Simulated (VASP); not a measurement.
# Si18C19 (a cell with a defect) in VASP: single point with PBE

Aim: the single point of Si18C19 (a cell with a defect) with PBE.

Program: VASP 6.6.1. These are calculated values, not measurements. Logs are shortened: lines on timing, memory, paths and dates and some standing lists are left out, and cuts for length are marked.

### Step 1. The cell of the first run

The cell holds a defect, 37 atoms: a = 7.378 Å, b = 7.378 Å, c = 7.378 Å, α = 77.90°, β = 77.90°, γ = 77.90°.

### Step 2. Single point, PBE, collinear spin (with an interstitial atom, then relaxed in part)

INCAR reads:

```
PREC = Accurate
ENCUT = 520
EDIFF = 1E-6
ISMEAR = 0
SIGMA = 0.01
LREAL = Auto
LASPH = True
NELM = 150
ALGO = Fast
ISIF = 2
LWAVE = False
LCHARG = False
ISPIN = 2
MAGMOM = 0 0 0 0 0 0 0 0 0 0 0 0 0 0 0.1 0 0.1 0.1 0 0.1 0 0 0 0.1 0 0.1 0 0 0 0.1 0.1 0 0 0.1 0 0 0.1
LORBIT = 11
GGA = PE
NELECT = 145.0
NBANDS = 102
```

KPOINTS reads:

```
Automatic mesh
0
Gamma
  2 2 2
  0.5 0.5 0.5
```

POSCAR reads:

```
Si18C19
1.0
    0.0000000000      5.3553911397      5.0742922929
   -4.6379047741     -2.6776955698      5.0742922929
    4.6379047741     -2.6776955698      5.0742922929
Si C
18 19
Direct
    0.3948796186      0.7180166217      0.3843458181
    0.7265912466      0.7149133247      0.0511095377
    0.3923672537      0.3849781616      0.7190148649
    0.3916935909      0.0497690129      0.0511597250
    0.7019462505      0.4056234760      0.4144662550
    0.0618207509      0.7155583205      0.7189896431
    0.0786404641      0.4019042441      0.0255546267
    0.7244452985      0.0476227806      0.7124138363
    0.0825025849      0.0250524058      0.4145054207
    0.4502889510      0.7734738405      0.7734627306
    0.7831165653      0.7771791934      0.4371962441
    0.4508809206      0.4393767551      0.1067211284
    0.4539892151      0.1063049844      0.4372102852
    0.7820841935      0.4403709339      0.7729775798
    0.1161974676      0.7740648887      0.1067373358
    0.1168272219      0.4399913079      0.4398950728
    0.7676015006      0.0908374055      0.0744693692
    0.1171708886      0.1052607668      0.7730120856
    0.5198725610      0.8430633420      0.5086472447
    0.8525959112      0.8413601469      0.1729500389
    0.5186155385      0.5088515079      0.8428793203
    0.5181139742      0.1757842550      0.1729714804
    0.8527663525      0.5171601023      0.5124480219
    0.1856631660      0.8418051813      0.8428882566
    0.1857716438      0.5089620174      0.1754393974
    0.8520173952      0.1752101359      0.8237110503
    0.1939918480      0.1759209838      0.5124938710
    0.2414632377      0.5646339648      0.5644229250
    0.5746514669      0.5632270829      0.2328957694
    0.2431272864      0.2289980182      0.8956037350
    0.2400556768      0.8977845129      0.2329355595
    0.5677765897      0.2299438783      0.5689225885
    0.9058310538      0.5663937318      0.8955113488
    0.8987869061      0.2218157422      0.3302986654
    0.5741021419      0.8973151233      0.8996471133
    0.9067505737      0.8909423419      0.5689343319
   -0.0883106979      0.2351361981      0.1537510467
```

Potentials or basis: VASP PAW PBE potentials, release 64 (Si, C).

Started as:

```console
$ cat potpaw_PBE.64/Si/POTCAR potpaw_PBE.64/C/POTCAR > POTCAR
$ mpirun -np 1 vasp_std > vasp.out
```

OUTCAR:

```text
PREC = Accurate
   ENCUT = 520
   EDIFF = 1E-6
   ISMEAR = 0
   LREAL = Auto
   LASPH = True
   NELM = 150
   ISIF = 2
   ISPIN = 2
   LORBIT = 11
   GGA = PE
   NELECT = 145.0

 ion  position               nearest neighbor table
   1  0.395  0.718  0.384-  31 1.89  29 1.89  28 1.90  19 1.90   9 2.88   5 2.88   4 3.08   2 3.08
                             6 3.10   3 3.10  11 3.10  13 3.10  10 3.10  16 3.11  12 3.11  15 3.11
   2  0.727  0.715  0.051-  33 1.88  29 1.89  35 1.89  20 1.90  17 2.90  12 3.08   1 3.08  14 3.09
                            10 3.09   7 3.09   6 3.10  11 3.10   4 3.11   8 3.11  15 3.12   5 3.14
   3  0.392  0.385  0.719-  32 1.88  30 1.88  28 1.89  21 1.90   5 2.85   7 2.88   6 3.07   4 3.10
                             1 3.10  16 3.10  12 3.10  18 3.10  10 3.10  14 3.10   8 3.11  13 3.12
   4  0.392  0.050  0.051-  30 1.88  31 1.89  35 1.89  22 1.90  17 2.90  15 3.08   1 3.08  18 3.09
                            10 3.09   3 3.10   7 3.10  13 3.10   2 3.11   8 3.11  12 3.12   9 3.14
   5  0.702  0.406  0.414-  32 1.84  23 1.85  29 1.86  34 1.87  37 2.57   3 2.85   1 2.88  14 2.90
                            11 2.97   8 3.06  13 3.11   2 3.14
   6  0.062  0.716  0.719-  36 1.88  33 1.88  28 1.89  24 1.90   9 2.85   7 2.88   3 3.07   2 3.10
                             1 3.10  16 3.10  15 3.10  14 3.10  10 3.10  18 3.10   8 3.11  11 3.12
   7  0.079  0.402  0.026-  33 1.84  30 1.84  25 1.86  37 1.89   6 2.88   3 2.88  15 3.01  12 3.01
                            14 3.09  18 3.09   2 3.09   4 3.10
   8  0.724  0.048  0.712-  26 1.86  36 1.88  32 1.88  35 1.90  17 2.84  13 3.04  11 3.04  10 3.06
                             5 3.06   9 3.06   3 3.11   6 3.11   2 3.11   4 3.11  18 3.15
   9  0.083  0.025  0.415-  36 1.85  27 1.85  31 1.86  34 1.87  37 2.58   6 2.85   1 2.88  18 2.90
                            13 2.97   8 3.06  11 3.11   4 3.14
  10  0.450  0.773  0.773-  35 1.90  21 1.90  24 1.90  19 1.90   8 3.06  14 3.08  18 3.08   2 3.09
                             4 3.09  12 3.10  15 3.10   6 3.10   3 3.10   1 3.10  13 3.10  11 3.10
  11  0.783  0.777  0.437-  23 1.87  36 1.87  19 1.89  20 1.89   5 2.97   8 3.04  13 3.05  15 3.08
                             1 3.10   2 3.10  10 3.10   9 3.11  16 3.11  14 3.12   6 3.12
  12  0.451  0.439  0.107-  22 1.89  21 1.89  29 1.90  25 1.90   7 3.01  13 3.08   2 3.08  14 3.08
                            16 3.09  10 3.10   3 3.10  17 3.10  15 3.10   1 3.11   4 3.12
  13  0.454  0.106  0.437-  27 1.87  32 1.87  19 1.89  22 1.89   9 2.97   8 3.04  11 3.05  12 3.08
                             1 3.10   4 3.10  10 3.10   5 3.11  16 3.11  18 3.12   3 3.12
  14  0.782  0.440  0.773-  23 1.88  33 1.89  21 1.89  26 1.89   5 2.90  17 3.04  10 3.08  12 3.08
                             2 3.09   7 3.09  16 3.10   6 3.10   3 3.10  18 3.11  11 3.12
  15  0.116  0.774  0.107-  20 1.89  24 1.89  31 1.90  25 1.90   7 3.01   4 3.08  11 3.08  18 3.08
                            16 3.09  10 3.10   6 3.10  17 3.10  12 3.10   1 3.11   2 3.12
  16  0.117  0.440  0.440-  28 1.90  25 1.90  23 1.91  27 1.91  12 3.09  15 3.09  14 3.10  18 3.10
                             3 3.10   6 3.10   1 3.11  13 3.11  11 3.11
  17  0.768  0.091  0.074-  26 1.84  20 1.86  22 1.86  37 1.90   8 2.84   4 2.90   2 2.90  14 3.04
                            18 3.04  12 3.10  15 3.10
  18  0.117  0.105  0.773-  27 1.88  30 1.89  24 1.89  26 1.89   9 2.90  17 3.04  10 3.08  15 3.08
                             4 3.09   7 3.09  16 3.10   3 3.10   6 3.10  14 3.11  13 3.12   8 3.15
  19  0.520  0.843  0.509-  13 1.89  11 1.89   1 1.90  10 1.90
  20  0.853  0.841  0.173-  17 1.86  15 1.89  11 1.89   2 1.90
  21  0.519  0.509  0.843-  14 1.89  12 1.89   3 1.90  10 1.90
  22  0.518  0.176  0.173-  17 1.86  12 1.89  13 1.89   4 1.90
  23  0.853  0.517  0.512-   5 1.85  11 1.87  14 1.88  16 1.91
  24  0.186  0.842  0.843-  18 1.89  15 1.89   6 1.90  10 1.90
  25  0.186  0.509  0.175-   7 1.86  16 1.90  15 1.90  12 1.90
  26  0.852  0.175  0.824-  17 1.84   8 1.86  18 1.89  14 1.89
  27  0.194  0.176  0.512-   9 1.85  13 1.87  18 1.88  16 1.91
  28  0.241  0.565  0.564-   6 1.89   3 1.89  16 1.90   1 1.90
  29  0.575  0.563  0.233-   5 1.86   2 1.89   1 1.89  12 1.90
  30  0.243  0.229  0.896-   7 1.84   3 1.88   4 1.88  18 1.89
  31  0.240  0.898  0.233-   9 1.86   4 1.89   1 1.89  15 1.90
  32  0.568  0.230  0.569-   5 1.84  13 1.87   3 1.88   8 1.88
  33  0.906  0.566  0.896-   7 1.84   6 1.88   2 1.88  14 1.89
  34  0.899  0.222  0.330-  37 1.27   9 1.87   5 1.87
  35  0.574  0.897  0.900-   2 1.89   4 1.89  10 1.90   8 1.90
  36  0.907  0.891  0.569-   9 1.85  11 1.87   6 1.88   8 1.88
  37  0.912  0.235  0.154-  34 1.27   7 1.89  17 1.90   5 2.57   9 2.58

  LATTYP: Found a trigonal (rhomboedric) cell.
 ALAT       =     7.3775779584
 COS(alpha) =     0.2096016303

  Lattice vectors:

 A1 = (   0.0000000000,   5.3553911397,   5.0742922929)
 A2 = (  -4.6379047741,  -2.6776955698,   5.0742922929)
 A3 = (   4.6379047741,  -2.6776955698,   5.0742922929)

Analysis of symmetry for initial positions (statically):
=====================================================================
 Subroutine PRICEL returns:
 Original cell was already a primitive cell.

 Routine SETGRP: Setting up the symmetry group for a
 trigonal (rhombohedral) supercell.

 Subroutine GETGRP returns: Found  1 space group operations
 (whereof  1 operations were pure point group operations)
 out of a pool of 12 trial point group operations.

[... 186 lines left out ...]
   TEBEG  =    0.0;   TEEND  =   0.0 temperature during run
   PSTRESS=    0.0 pullay stress
   NELECT =     145.0000    total number of electrons
   NUPDOWN=      -1.0000    fix difference up-down
   EMIN   =  10.00;   EMAX   =-10.00  energy-range for DOS
   EFERMI =   0.00;   METHOD = LEGACY
   ISMEAR =     0;   SIGMA  =   0.01  broadening in eV -4-tet -1-fermi 0-gaus
   EFERMI_NEDOS =   21; number of points for ismear=-14 and -15
   IALGO  =     68    algorithm
   IMIX   =      4    mixing-type and parameters
     AMIX     =   0.40;   BMIX     =  1.00
     AMIX_MAG =   1.60;   BMIX_MAG =  1.00
  volume/ion in A,a.u.               =      10.22        68.96
  Fermi-wavevector in a.u.,A,eV,Ry     =   1.189399  2.247638 19.247754  1.414670
  Thomas-Fermi vector in A             =   2.325507
   LORBIT       =     11    0 simple, 1 ext, 2 COOP (PROOUT), +10 PAW based schemes
   GGA     = PE    functional components
   LHFCALC =     F    Hartree Fock is set to
   AEXX    =    0.0000 exact exchange contribution
   IVDW    =     0    specifies the selected vdW correction
   LEPSILON=     F    determine dielectric tensor
   LRPA    =     F    only Hartree local field effects (RPA)
 spin polarized calculation
 RMM-DIIS sequential band-by-band and
 Gauss-broadening in eV      SIGMA  =   0.01
  energy-cutoff  :      520.00
  volume of cell :      378.10
 maximum number of plane-waves:     10189
 NGX is ok and might be reduce to    54
   NGX = 27   NGY = 27   NGZ = 27

 number of electron     144.9999999 magnetization       0.0000710

 number of electron     144.9999999 magnetization      -0.0000164

 Free energy of the ion-electron system (eV)
  ---------------------------------------------------
  ext. energy  EPLUGINS =         0.00000000
  ---------------------------------------------------
  free energy    TOTEN  =      -300.36325309 eV

  energy without entropy =     -300.36325309  energy(sigma->0) =     -300.36325309

 E-fermi :   7.8600     XC(G=0): -11.2809

 val. band max:        7.8201944221   @ k =  -0.2500   0.2500   0.2500
 cond. band min:       7.8990033265   @ k =   0.2500   0.2500   0.2500
 fundamental gap:      0.0788089044
 Fermi energy:         7.8599655160

 spin component 1

 k-point     1 :       0.2500    0.2500    0.2500
  band No.  band energies     occupation
      1      -8.2838      1.00000
      2      -6.6696      1.00000
      3      -5.5375      1.00000
      4      -5.5079      1.00000
      5      -5.1382      1.00000
      6      -4.7951      1.00000
[... 337 lines left out ...]
     83      13.1243      0.00000
     84      13.1900      0.00000
 Fermi energy:         7.8599655160

 spin component 2

 k-point     1 :       0.2500    0.2500    0.2500
  band No.  band energies     occupation
      1      -8.2838      1.00000
      2      -6.6696      1.00000
      3      -5.5375      1.00000
      4      -5.5079      1.00000
      5      -5.1382      1.00000
      6      -4.7951      1.00000
[... 337 lines left out ...]
     83      13.1243      0.00000
     84      13.1900      0.00000
 [bands above 84 left out]

------------------------ aborting loop because EDIFF is reached ----------------------------------------

  FORCE on cell =-STRESS in cart. coord.  units (eV):
  Direction    XX          YY          ZZ          XY          YZ          ZX
  --------------------------------------------------------------------------------------
  -------------------------------------------------------------------------------------
  Total      -19.7468034    -22.2855300    -14.1694472     -2.1581485     -2.0914861      3.6379915
  in kB      -83.6753670    -94.4330010    -60.0418041     -9.1449672     -8.8624910     15.4156735
  external PRESSURE =     -79.3833907 kB  Pullay stress =       0.0000000 kB

 VOLUME and BASIS-vectors are now :
 -----------------------------------------------------------------------------
  energy-cutoff  :      520.00
  volume of cell :      378.10
      direct lattice vectors                 reciprocal lattice vectors
     0.000000000  5.355391140  5.074292293     0.000000000  0.124485150  0.065690606
    -4.637904774 -2.677695570  5.074292293    -0.107807302 -0.062242575  0.065690606
     4.637904774 -2.677695570  5.074292293     0.107807302 -0.062242575  0.065690606

 POSITION                                       TOTAL-FORCE (eV/Angst)
 -----------------------------------------------------------------------------------
     -1.54753     -0.83706      7.59744        -0.010856      0.006165     -0.010320
     -3.07866      1.84000      7.57396         0.010260      0.001938      0.007731
      1.54923     -0.85488      7.59297         0.008641      0.009252     -0.017425
      0.00645      1.82742      2.49971         0.001494     -0.011124      0.007119
      0.04101      1.56325      7.72326        -0.002587      0.021576     -0.011319
      0.01591     -3.51021      7.59301        -0.006312     -0.011675     -0.014710
[... 29 lines left out ...]
     -1.49344      0.94690     12.00896         0.013016      0.009341      0.001279
     -0.37746      3.84113      6.59951        -0.059641      0.041011     -0.065169
 -----------------------------------------------------------------------------------
    total drift:                               -0.001453      0.007610     -0.000981

  FREE ENERGIE OF THE ION-ELECTRON SYSTEM (eV)
  ---------------------------------------------------
  free  energy   TOTEN  =      -300.3632530911 eV

  energy  without entropy=     -300.3632530904  energy(sigma->0) =     -300.36325309

 total charge

# of ion       s       p       d       tot
------------------------------------------
    1        0.698   0.938   0.000   1.636
    2        0.698   0.936   0.000   1.634
    3        0.702   0.945   0.000   1.648
    4        0.698   0.936   0.000   1.634
    5        0.719   0.963   0.000   1.682
    6        0.702   0.945   0.000   1.648
[... 29 lines left out ...]
   36        0.846   1.699   0.000   2.544
   37        0.944   1.678   0.000   2.622
--------------------------------------------------
tot         28.849  48.953   0.000  77.802

 magnetization (x)

# of ion       s       p       d       tot
------------------------------------------
    1       -0.000  -0.000   0.000  -0.000
    2       -0.000  -0.000   0.000  -0.000
    3       -0.000  -0.000   0.000  -0.000
    4        0.000   0.000   0.000   0.000
    5       -0.000  -0.000   0.000  -0.000
    6       -0.000  -0.000   0.000  -0.000
[... 29 lines left out ...]
   36       -0.000   0.000   0.000  -0.000
   37        0.000   0.000   0.000   0.000
--------------------------------------------------
tot          0.000   0.000   0.000   0.000
```

Wall time 12 min (1 thread of Oxide Virtual Turin-like, shared host); peak memory 0.62 GiB.

Results:

- Free energy: -300.3633 eV
- Largest force: 0.119 eV/Å
- Net moment: 0.00 μB per cell
- Valence electrons inside the program's atomic spheres: Si 1.64, 1.63, 1.65, 1.68, 1.62, 1.67 (each value once); C 2.51, 2.52, 2.50, 2.53, 2.54, 2.64, 2.62 (each value once)

Forces in eV/Å, atoms in the order of the input:
```
Si  -0.011  0.006 -0.010
Si   0.010  0.002  0.008
Si   0.009  0.009 -0.017
Si   0.001 -0.011  0.007
Si  -0.003  0.022 -0.011
Si  -0.006 -0.012 -0.015
Si   0.012 -0.006 -0.028
Si   0.000 -0.002  0.010
Si  -0.021 -0.011 -0.011
Si  -0.003  0.000 -0.001
Si   0.002  0.005  0.003
Si   0.008 -0.002  0.004
Si  -0.004 -0.004  0.005
Si   0.001  0.007  0.006
Si   0.003 -0.007  0.005
Si   0.007 -0.005 -0.017
Si  -0.008  0.004  0.029
Si  -0.010 -0.005  0.005
C    0.011 -0.004  0.002
C    0.005  0.002 -0.007
C   -0.007  0.000  0.001
C   -0.002  0.002 -0.003
C   -0.001 -0.003  0.009
C    0.000  0.012 -0.005
C   -0.002  0.006  0.003
C   -0.014  0.006  0.000
C    0.007  0.004  0.013
C    0.004 -0.001  0.000
C    0.004 -0.008  0.001
C   -0.015  0.007  0.004
C    0.003  0.000 -0.002
C    0.001 -0.011  0.003
C   -0.008 -0.002  0.004
C    0.073 -0.049  0.080
C    0.001 -0.003 -0.009
C    0.013  0.009  0.001
C   -0.060  0.041 -0.065
```

Caveat: the k points lie up to 0.44 Å⁻¹ apart; the cell carries a net charge on a neutralising background, which shifts energy and pressure; the cell differs from its parent crystal (with an interstitial atom, then relaxed in part); the cell is charged against a uniform background, so pressure and absolute levels hang on convention.
